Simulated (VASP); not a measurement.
# BN (P1) in VASP: a series of runs, part 2 of 2

VASP 6.6.1.

## 4. Single point, r2SCAN (atom 3 (N) moved by (-0.225, +0.000) A along x and z)

POSCAR reads:

```
BN
1.0
    2.5539396017      0.0000000000      0.0000000000
   -1.2769698009      2.2117765748      0.0000000000
    0.0000000000      0.0000000000      4.2268550000
B N
2 2
Direct
    0.6666666667      0.3333333333      0.9997240000
    0.3333333333      0.6666666667      0.4997240000
    0.5785674807      0.3333333333      0.6252760000
    0.3333333333      0.6666666667      0.1252760000
```

INCAR.step1 reads:

```
PREC = Accurate ; ENCUT = 520
ISMEAR = 0 ; SIGMA = 0.05
LREAL = F ; LASPH = T
NELM = 60 ; NBANDS = 16
GGA = PE ; ALGO = Normal
EDIFF = 1E-4 ; LWAVE = T
LCHARG = F
```

INCAR.step2 reads:

```
PREC = Accurate ; ENCUT = 520
EDIFF = 1E-6 ; ISMEAR = 0
SIGMA = 0.05 ; LREAL = F
LASPH = T ; NELM = 60
ALGO = Normal ; ISIF = 2
LWAVE = F ; LCHARG = F
METAGGA = R2SCAN ; LMIXTAU = T
NBANDS = 16 ; ISTART = 1
```

KPOINTS reads:

```
regular mesh
0
Gamma
  12 12 6
```

Run with:

```
$ cat potpaw_PBE.64/B/POTCAR potpaw_PBE.64/N/POTCAR > POTCAR
$ cp INCAR.step1 INCAR
$ mpirun -np 1 vasp_std > vasp.out
$ cp INCAR.step2 INCAR
$ mpirun -np 1 vasp_std > vasp.out
```

Run time: 7.1 min. Hardware: 1 thread of Intel Xeon 6975P-C, shared host; peak memory 0.25 GiB.

The run converged. Its results:

| Quantity | Value |
| --- | --- |
| Free energy | -37.6318 eV |
| Pressure | 4.0 GPa |
| Largest force | 6.123 eV/Å |
| Band gap on the k mesh | 4.80 eV, indirect (least direct gap 7.76 eV) |

Forces in eV/Å, atoms in the order of the input:
```
B   -1.128  0.062 -0.095
B   -4.346  1.807 -1.306
N    5.648 -1.919  1.383
N   -0.175  0.049  0.019
```

Stress tensor (GPa, compression positive):
```
 9.89 -7.02  3.34
-7.02  2.45 -4.36
 3.34 -4.36 -0.46
```

Levels at points of the mesh, in eV from the valence-band top:
| k point | band 5 | band 6 | band 7 | band 8 | band 9 | band 10 | band 11 | band 12 |
| --- | --- | --- | --- | --- | --- | --- | --- | --- |
| (0.00, 0.00, 0.00) | -2.27 | -1.50 | -0.77 | 0.00 | 7.76 | 8.24 | 8.70 | 9.00 |
| (0.50, 0.00, 0.00) | -8.08 | -6.28 | -4.32 | -3.22 | 5.97 | 6.39 | 10.22 | 11.22 |
| (0.00, 0.50, 0.00) | -8.03 | -5.74 | -5.13 | -2.70 | 5.69 | 7.50 | 10.13 | 11.23 |
| (0.50, 0.50, 0.00) | -7.27 | -6.15 | -5.55 | -2.55 | 6.44 | 8.88 | 10.51 | 11.79 |
| (0.00, 0.00, 0.50) | -3.52 | -2.02 | -1.97 | -0.36 | 7.53 | 9.06 | 9.30 | 9.78 |
| (0.50, 0.00, 0.50) | -5.74 | -4.77 | -4.57 | -4.14 | 5.88 | 6.42 | 9.19 | 10.20 |
| (0.00, 0.50, 0.50) | -5.46 | -4.76 | -4.32 | -3.24 | 5.41 | 6.39 | 8.86 | 9.81 |
| (0.50, 0.50, 0.50) | -4.79 | -4.53 | -4.35 | -3.61 | 6.14 | 6.57 | 8.86 | 10.17 |

Caveat: the cell differs from its parent crystal (atom 3 (N) moved by (-0.225, +0.000) A along x and z); the PAW data sets were made with another functional, which shifts forces and pressure a little. A k mesh can miss the band edges.

## 5. Single point, r2SCAN (atom 3 (N) moved by (-0.450, -0.450) A along x and z)

Edit POSCAR of step 4 so:

```diff
@@ -10,3 +10,3 @@
     0.3333333333      0.6666666667      0.4997240000
-    0.5785674807      0.3333333333      0.6252760000
+    0.4904682947      0.3333333333      0.5188138668
     0.3333333333      0.6666666667      0.1252760000
```

INCAR.step1 reads:

```
PREC = Accurate
ENCUT = 520
ISMEAR = 0
SIGMA = 0.05
LREAL = F
LASPH = T
NELM = 80
NBANDS = 16
GGA = PE
ALGO = Normal
EDIFF = 1E-4
LWAVE = T
LCHARG = F
```

INCAR.step2 reads:

```
PREC = Accurate
ENCUT = 520
EDIFF = 1E-6
ISMEAR = 0
SIGMA = 0.05
LREAL = F
LASPH = T
NELM = 80
ALGO = Normal
ISIF = 2
LWAVE = F
LCHARG = F
METAGGA = R2SCAN
LMIXTAU = T
NBANDS = 16
ISTART = 1
```

KPOINTS is that of step 4.

Potentials or basis: VASP PAW PBE potentials, release 64 (B, N).

Run with:

```
$ cat potpaw_PBE.64/B/POTCAR potpaw_PBE.64/N/POTCAR > POTCAR
$ cp INCAR.step1 INCAR
$ mpirun -np 1 vasp_std > vasp.out
$ cp INCAR.step2 INCAR
$ mpirun -np 1 vasp_std > vasp.out
```

OUTCAR:

```text
PREC = Accurate
   ENCUT = 520
   EDIFF = 1E-6
   ISMEAR = 0
   LREAL = F
   LASPH = T
   NELM = 80
   ISIF = 2
   METAGGA = R2SCAN
   ISTART = 1

 ion  position               nearest neighbor table
   1  0.667  0.333  1.000-   4 1.57   4 1.57   4 1.57
   2  0.333  0.667  0.500-   3 1.11   3 1.54   4 1.58   3 1.88
   3  0.490  0.333  0.519-   2 1.11   2 1.54   2 1.88
   4  0.333  0.667  0.125-   1 1.57   1 1.57   1 1.57   2 1.58

  LATTYP: Found a hexagonal cell.
 ALAT       =     2.5539396017
[... 653 lines left out ...]
  FORCE on cell =-STRESS in cart. coord.  units (eV):
  Direction    XX          YY          ZZ          XY          YZ          ZX
  --------------------------------------------------------------------------------------
  -------------------------------------------------------------------------------------
  Total       15.9216116     12.1628853      8.4822206    -12.8142869     -2.3411249      1.5769808
  in kB     1068.3864772    816.1650001    569.1816857   -859.8759461   -157.0962938    105.8200013
  external PRESSURE =     817.9110543 kB  Pullay stress =       0.0000000 kB

 VOLUME and BASIS-vectors are now :
 -----------------------------------------------------------------------------
  energy-cutoff  :      520.00
  volume of cell :       23.88
      direct lattice vectors                 reciprocal lattice vectors
     2.553939602  0.000000000  0.000000000     0.391551938  0.226062617  0.000000000
    -1.276969801  2.211776575  0.000000000     0.000000000  0.452125233  0.000000000
     0.000000000  0.000000000  4.226855000     0.000000000  0.000000000  0.236582518

 POSITION                                       TOTAL-FORCE (eV/Angst)
 -----------------------------------------------------------------------------------
      1.27697      0.73726      4.22569        -0.878371      0.079100      1.346717
     -0.00000      1.47452      2.11226       -20.406003     16.931993     -5.840156
      0.82697      0.73726      2.19295        22.813717    -17.674556     12.641562
     -0.00000      1.47452      0.52952        -1.529343      0.663463     -8.148123
 -----------------------------------------------------------------------------------
    total drift:                                0.000641     -0.000289     -0.000673

  FREE ENERGIE OF THE ION-ELECTRON SYSTEM (eV)
  ---------------------------------------------------
  free  energy   TOTEN  =       -30.7971032958 eV

  energy  without entropy=      -30.7971032958  energy(sigma->0) =      -30.79710330
```

OUTCAR.step1:

```text
PREC = Accurate
   ENCUT = 520
   ISMEAR = 0
   LREAL = F
[... 685 lines left out ...]
      1.27697      0.73726      4.22569        -0.783809      0.076486      1.119195
     -0.00000      1.47452      2.11226       -20.472364     16.926323     -5.532144
      0.82697      0.73726      2.19295        22.706941    -17.605195     12.071784
     -0.00000      1.47452      0.52952        -1.450769      0.602386     -7.658834
 -----------------------------------------------------------------------------------
    total drift:                               -0.014893      0.008363      0.003236

  FREE ENERGIE OF THE ION-ELECTRON SYSTEM (eV)
  ---------------------------------------------------
  free  energy   TOTEN  =       -27.4834369052 eV

  energy  without entropy=      -27.4834369052  energy(sigma->0) =      -27.48343691
```

Run time: 4.9 min. Hardware: 1 thread of Intel Xeon Platinum 8559C (Emerald Rapids), shared host; peak memory 0.24 GiB.

Results:

| Property | Result |
| --- | --- |
| Free energy | -30.7971 eV |
| Pressure | 81.8 GPa |
| Largest force | 31.507 eV/Å |
| Band gap on the k mesh | 2.10 eV, indirect (least direct gap 3.54 eV) |

Forces in eV/Å, atoms in the order of the input:
```
B    -0.878   0.079   1.347
B   -20.406  16.932  -5.840
N    22.814 -17.675  12.642
N    -1.529   0.663  -8.148
```

Caveat: the cell differs from its parent crystal (atom 3 (N) moved by (-0.450, -0.450) A along x and z); the PAW data sets were made with another functional, which shifts forces and pressure a little. A k mesh can miss the band edges.
